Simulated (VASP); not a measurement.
# CdF2 in VASP: a series of runs, part 2 of 2

VASP 6.6.1. Earlier steps stand in the parts before.

## (6) Single point, PBE

This run uses another cell than the first one: it holds 12 atoms, not 6.

Input file INCAR:

```
SYSTEM = CdF2
  PREC = Accurate
  ENCUT = 520
  EDIFF = 1E-6
  ISMEAR = 0
  SIGMA = 0.1
  LREAL = .False.
  LASPH = .True.
  NELM = 80
  ALGO = Normal
  ISIF = 2
  LWAVE = .False.
  LCHARG = .False.
  GGA = PE
  NBANDS = 64
```

Input file KPOINTS:

```
Automatic mesh
0
Gamma
  4 4 2
  0 0 0
```

Input file POSCAR:

```
CdF2
1.0
    0.0017980611      0.0017599440     -3.5528140085
   -0.0003787812     -5.2454988700      0.0024995186
  -10.2979556994     -0.0009890960      0.0053852928
Cd F
4 8
Direct
    1.0000525986      1.0000306221      1.0000109798
    0.9999732327      0.9999861044      0.5000029808
    0.5001733393      0.4999218806      0.7500110801
    0.4997950657      0.5001090889      0.2500172750
    1.0004874628      0.6940959559      0.8461343510
    0.0001130414      0.6946782781      0.3459039377
    0.5000139814      0.1940289801      0.9038673808
    0.4999294775      0.1946670947      0.4040924750
    0.9998633375      0.3053203927      0.6540978027
    0.9994957874      0.3059719405      0.1538582958
    0.5000086278      0.8052476996      0.5958704083
    0.5000940478      0.8059419624      0.0961330328
```

Potentials or basis: VASP PAW PBE potentials, release 64 (Cd, F).

The run is started by

```sh
> cat potpaw_PBE.64/Cd/POTCAR potpaw_PBE.64/F/POTCAR > POTCAR
> mpirun -np 1 vasp_std > vasp.out
```

OUTCAR:

```text
SYSTEM = CdF2
   PREC = Accurate
   ENCUT = 520
   EDIFF = 1E-6
   ISMEAR = 0
   LREAL = .False.
   LASPH = .True.
   NELM = 80
   ISIF = 2
   GGA = PE

 ion  position               nearest neighbor table
   1  0.000  0.000  0.000-  10 2.26   5 2.26   7 2.27  12 2.27   7 2.27  12 2.27
   2  1.000  1.000  0.500-   6 2.25   9 2.25  11 2.27   8 2.27  11 2.27   8 2.27
   3  0.500  0.500  0.750-  11 2.25   7 2.25   5 2.27   9 2.27   5 2.28   9 2.28
   4  0.500  0.500  0.250-   8 2.25  12 2.25   6 2.27  10 2.27   6 2.28  10 2.28
   5  0.000  0.694  0.846-   1 2.26   3 2.27   3 2.28
   6  0.000  0.695  0.346-   2 2.25   4 2.27   4 2.28
   7  0.500  0.194  0.904-   3 2.25   1 2.27   1 2.27
   8  0.500  0.195  0.404-   4 2.25   2 2.27   2 2.27
   9  1.000  0.305  0.654-   2 2.25   3 2.27   3 2.28
  10  0.999  0.306  0.154-   1 2.26   4 2.27   4 2.28
  11  0.500  0.805  0.596-   3 2.25   2 2.27   2 2.27
  12  0.500  0.806  0.096-   4 2.25   1 2.27   1 2.27

  LATTYP: Found a triclinic cell.
 ALAT       =     3.5528148994
 B/A-ratio  =     3.0652141062
 C/A-ratio  =     1.4764347785
 COS(alpha) =     0.0001577327
 COS(beta)  =     0.0009719097
 COS(gamma) =     0.3252683541

  Lattice vectors:

 A1 = (   0.0017980611,   0.0017599440,  -3.5528140085)
 A2 = ( -10.2961576383,   0.0007708480,  -3.5474287157)
 A3 = (   0.0003787812,   5.2454988700,  -0.0024995186)

Analysis of symmetry for initial positions (statically):
=====================================================================
 Subroutine PRICEL returns:
 Original cell was already a primitive cell.

 Routine SETGRP: Setting up the symmetry group for a
 triclinic supercell.

 Subroutine GETGRP returns: Found  1 space group operations
 (whereof  1 operations were pure point group operations)
 out of a pool of  2 trial point group operations.
[... 156 lines left out ...]
   LHFCALC =     F    Hartree Fock is set to
   AEXX    =    0.0000 exact exchange contribution
   IVDW    =     0    specifies the selected vdW correction
   LEPSILON=     F    determine dielectric tensor
   LRPA    =     F    only Hartree local field effects (RPA)
 non-spin polarized calculation
 Gauss-broadening in eV      SIGMA  =   0.10
  energy-cutoff  :      520.00
  volume of cell :      191.92
 maximum number of plane-waves:      5193
 NGX is ok and might be reduce to    28

 number of electron     104.0000054 magnetization

 Free energy of the ion-electron system (eV)
  ---------------------------------------------------
  ext. energy  EPLUGINS =         0.00000000
  ---------------------------------------------------
  free energy    TOTEN  =       -43.56493031 eV

  energy without entropy =      -43.56493031  energy(sigma->0) =      -43.56493031

 E-fermi :  -2.0163     XC(G=0):  -9.2111

 val. band max:       -2.5624524221   @ k =   0.0000   0.0000   0.0000
 cond. band min:       0.3247861174   @ k =   0.0000   0.0000   0.0000
 fundamental gap:      2.8872385394
 Fermi energy:        -2.0162744517

 k-point     1 :       0.0000    0.0000    0.0000
  band No.  band energies     occupation
      1     -22.9862      2.00000
      2     -22.8313      2.00000
      3     -22.8300      2.00000
      4     -22.6866      2.00000
      5     -22.6253      2.00000
      6     -22.6239      2.00000
[... 1329 lines left out ...]
     63       8.6981      0.00000
     64       8.7022      0.00000

------------------------ aborting loop because EDIFF is reached ----------------------------------------

  FORCE on cell =-STRESS in cart. coord.  units (eV):
  Direction    XX          YY          ZZ          XY          YZ          ZX
  --------------------------------------------------------------------------------------
  -------------------------------------------------------------------------------------
  Total        0.8266309      0.5915345      1.0466037     -0.0126028      0.0255494      0.0244948
  in kB        6.9010016      4.9383352      8.7374114     -0.1052129      0.2132954      0.2044909
  external PRESSURE =       6.8589161 kB  Pullay stress =       0.0000000 kB

 VOLUME and BASIS-vectors are now :
 -----------------------------------------------------------------------------
  energy-cutoff  :      520.00
  volume of cell :      191.92
      direct lattice vectors                 reciprocal lattice vectors
     0.001798061  0.001759944 -3.552814008    -0.000147180 -0.000134111 -0.281467169
    -0.000378781 -5.245498870  0.002499519     0.000018261 -0.190639683 -0.000094427
   -10.297955699 -0.000989096  0.005385293    -0.097106678  0.000006989 -0.000049142

 POSITION                                       TOTAL-FORCE (eV/Angst)
 -----------------------------------------------------------------------------------
     -0.00011     -0.00016     -0.00019        -0.000140      0.000986     -0.000031
     -5.14759     -5.24416     -3.54753        -0.000177     -0.000546      0.000119
     -7.72287     -2.62220     -1.77173        -0.000730      0.000149     -0.000051
     -2.57396     -2.62269     -1.77308         0.001754      0.000501     -0.000277
     -8.71372     -3.64172      0.00456        -0.006164     -0.006245      0.000139
     -3.56237     -3.64428      0.00320        -0.008457     -0.005217     -0.001101
     -9.30716     -1.01779     -1.77110         0.007318     -0.007144     -0.000451
     -4.16050     -1.02065     -1.77349         0.007083     -0.004391     -0.000212
     -6.73419     -1.60045     -3.54804         0.008078      0.005096      0.001200
     -1.58274     -1.60337     -3.54943         0.005896      0.006344     -0.000245
     -6.13565     -4.22364     -1.77122        -0.007665      0.004276     -0.000064
     -0.98938     -4.22678     -1.77421        -0.006795      0.006189      0.000974
 -----------------------------------------------------------------------------------
    total drift:                               -0.000016      0.000002      0.000005

  FREE ENERGIE OF THE ION-ELECTRON SYSTEM (eV)
  ---------------------------------------------------
  free  energy   TOTEN  =       -43.5649303062 eV

  energy  without entropy=      -43.5649303062  energy(sigma->0) =      -43.56493031
```

OSZICAR:

```text
N       E                     dE             d eps       ncg     rms          rms(c)
DAV:   1     0.938754085870E+03    0.93875E+03   -0.58458E+04  2592   0.161E+03
DAV:   2     0.146147576564E+02   -0.92414E+03   -0.89861E+03  2880   0.429E+02
DAV:   3    -0.501477634223E+02   -0.64763E+02   -0.64400E+02  2984   0.122E+02
DAV:   4    -0.507845166062E+02   -0.63675E+00   -0.63636E+00  2808   0.129E+01
DAV:   5    -0.507883787005E+02   -0.38621E-02   -0.38619E-02  2816   0.931E-01    0.208E+01
DAV:   6    -0.434866200171E+02    0.73018E+01   -0.24460E+01  3640   0.496E+01    0.148E+01
DAV:   7    -0.436593168648E+02   -0.17270E+00   -0.38888E+00  2576   0.113E+01    0.903E+00
DAV:   8    -0.436200875470E+02    0.39229E-01   -0.85524E-01  2808   0.487E+00    0.206E+00
DAV:   9    -0.435617110345E+02    0.58377E-01   -0.20659E-01  3544   0.305E+00    0.269E-01
DAV:  10    -0.435643056916E+02   -0.25947E-02   -0.25023E-02  2720   0.104E+00    0.339E-01
DAV:  11    -0.435645000701E+02   -0.19438E-03   -0.92106E-04  2912   0.206E-01    0.108E-01
DAV:  12    -0.435649209026E+02   -0.42083E-03   -0.51730E-04  2664   0.125E-01    0.133E-02
DAV:  13    -0.435649289011E+02   -0.79985E-05   -0.11989E-05  2840   0.195E-02    0.148E-02
DAV:  14    -0.435649302618E+02   -0.13607E-05   -0.57630E-06  2560   0.182E-02    0.187E-03
DAV:  15    -0.435649303062E+02   -0.44396E-07   -0.42972E-07  1696   0.574E-03
   1 F= -.43564930E+02 E0= -.43564930E+02  d E =-.387632E-15
```

It took 7.6 min on 1 thread of Oxide Virtual Turin-like, shared host; peak memory 0.35 GiB.

What came out:

- Free energy: -43.5649 eV
- Pressure: 0.7 GPa
- Largest force: 0.010 eV/Å
- Band gap on the k mesh: 2.89 eV

Forces in eV/Å, atoms in the order of the input:
```
Cd   0.000  0.001  0.000
Cd   0.000 -0.001  0.000
Cd  -0.001  0.000  0.000
Cd   0.002  0.001  0.000
F   -0.006 -0.006  0.000
F   -0.008 -0.005 -0.001
F    0.007 -0.007  0.000
F    0.007 -0.004  0.000
F    0.008  0.005  0.001
F    0.006  0.006  0.000
F   -0.008  0.004  0.000
F   -0.007  0.006  0.001
```

Stress tensor (GPa, compression positive):
```
 0.69 -0.01  0.02
-0.01  0.49  0.02
 0.02  0.02  0.87
```

Caveat: the k points lie up to 0.44 Å⁻¹ apart.

## (7) Summary

```csv
task,cell,k mesh,cutoff (eV),smearing,gap on the mesh (eV),pressure (GPa),largest force (eV/Å)
single point,"a = 5.206, b = 5.206, c = 3.536 Å, 6 atoms, atomic positions A",3 × 3 × 4,520,gaussian 0.15 eV,2.91,1.0,0.04
relaxation of cell and atoms,"relaxed from a = 5.059, b = 5.059, c = 3.296 Å, 6 atoms, atomic positions B",3 × 3 × 4,600,gaussian 0.15 eV,2.87,-0.2,0.03
single point,"a = 5.201, b = 5.201, c = 3.551 Å, 6 atoms, atomic positions C",6 × 6 × 6,520,gaussian 0.02 eV,2.89,0.6,0.01
single point,"a = 3.551, b = 5.201, c = 10.403 Å, 12 atoms, atomic positions D",4 × 4 × 2,520,gaussian 0.1 eV,2.89,0.6,0.01
single point,"a = 3.553, b = 5.245, c = 10.298 Å, angles 90.0, 90.1, 90.1°, 12 atoms, atomic positions E",4 × 4 × 2,520,gaussian 0.1 eV,2.89,0.7,0.01
```

Alike in all rows: level PBE; potentials or basis VASP PAW PBE potentials, release 64 (Cd, F); no spin polarisation.

Caveats: some runs use coarse meshes; the relaxation stopped at a loose force limit of 0.08 eV/Å, so its end isn't a converged minimum (at least some runs).

Absolute energies hang on the potentials; compare differences alone.
